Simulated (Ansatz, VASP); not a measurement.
**BaTiO3 in VASP and in Ansatz**

Contents of POSCAR:

```
BaTiO3
1.0
   -4.0227249900     -4.0112947200      0.0000000000
   -3.9999045100      4.0112947200      0.0000000000
   -0.0114102400     -0.0113801800     -4.0112847000
Ba Ti O
2 2 6
Direct
    0.0000000000      0.0000000000      0.0000000000
    0.5000000000      0.5000000000      0.0000000000
    0.5155000000      0.0000000000      0.5155000000
    0.0155000000      0.5000000000      0.5155000000
    0.9914000000      0.5000000000      0.9825000000
    0.4914000000      0.0000000000      0.9825000000
    0.7369500000      0.2455500000      0.4914000000
    0.2369500000      0.7455500000      0.4914000000
    0.7369500000      0.7544500000      0.4914000000
    0.2369500000      0.2544500000      0.4914000000
```

The input INCAR.step1:

```
PREC = Accurate
ENCUT = 520
ISMEAR = -1
SIGMA = 0.1
LREAL = F
LASPH = T
NELM = 60
NBANDS = 51
GGA = PE
ALGO = Normal
EDIFF = 1E-4
LWAVE = T
LCHARG = F
```

Contents of INCAR.step2:

```
PREC = Accurate
ENCUT = 520
EDIFF = 1E-6
ISMEAR = -1
SIGMA = 0.1
LREAL = F
LASPH = T
NELM = 60
ALGO = Normal
ISIF = 2
LWAVE = F
LCHARG = F
METAGGA = R2SCAN
LMIXTAU = T
NBANDS = 51
ISTART = 1
```

The input KPOINTS:

```
Automatic mesh
0
Gamma
  5 5 6
```

Input for Ansatz:

```yaml
crystal:
  lattice:
    - [4.02272499, 4.01129472, 0.0]
    - [3.99990451, -4.01129472, 0.0]
    - [0.01141024, 0.01138018, 4.0112847]
  atoms:
    - { symbol: Ba, position: [0.0, 0.0, 0.0] }
    - { symbol: Ba, position: [0.5, 0.5, 0.0] }
    - { symbol: Ti, position: [0.4845, 0.0, 0.4845] }
    - { symbol: Ti, position: [0.9845, 0.5, 0.4845] }
    - { symbol: O, position: [0.0086, 0.5, 0.0175] }
    - { symbol: O, position: [0.5086, 0.0, 0.0175] }
    - { symbol: O, position: [0.26305, 0.75445, 0.5086] }
    - { symbol: O, position: [0.76305, 0.25445, 0.5086] }
    - { symbol: O, position: [0.26305, 0.24555, 0.5086] }
    - { symbol: O, position: [0.76305, 0.74555, 0.5086] }
  symmetry: { tolerance: 0.0003 }
kpoints:
  mp_grid: { grid: [5, 5, 6], shift: [0, 0, 0] }
magnetization:
  spin_polarized: false
scf:
  occupations: { method: fermi_dirac }
  lower_state_search: "off"
  max_iter: 200
hamiltonian:
  pseudopotentials: { kind: paw }
  xc: r2scan
basis:
  ecutwfc: 500
  fft_grid_basis: typed
output:
  forces: true
  stress: true
  eigenvalues: true
  bader: true
  populations: true
  elf: true
  write_potential: true
  volumetric_format: npy
  dos:
    e_range: [-12, 8]
    de: 0.05
    projected: { site_lists: { Ba: [Ba], O: [O], Ti: [Ti] } }
checkpoint:
  read: saved_state
```

Alike in both runs: task single point; functional r2SCAN; k mesh 5 × 5 × 6; no spin polarisation.

|  | VASP | Ansatz |
| --- | --- | --- |
| version | VASP 6.6.1 | Ansatz 0.2.0 |
| potentials or method | VASP PAW PBE potentials, release 64 (Ba_sv, Ti_sv, O), cutoff 520 eV | PAW plane waves |
| occupations | fermi-dirac, width 0.1 eV | fermi-dirac |
| valence electrons in the cell | 80 | 80 |

```csv
,VASP,Ansatz,Ansatz less VASP
pressure (GPa),2.9,0.9,-1.98
rms of the force components (eV/Å),0.072,0.039,-0.0333
```

VASP's potentials were made for PBE, not for r2SCAN. Ansatz's warnings: structure snapped to symmetry.

Spin-orbit coupling is off throughout.
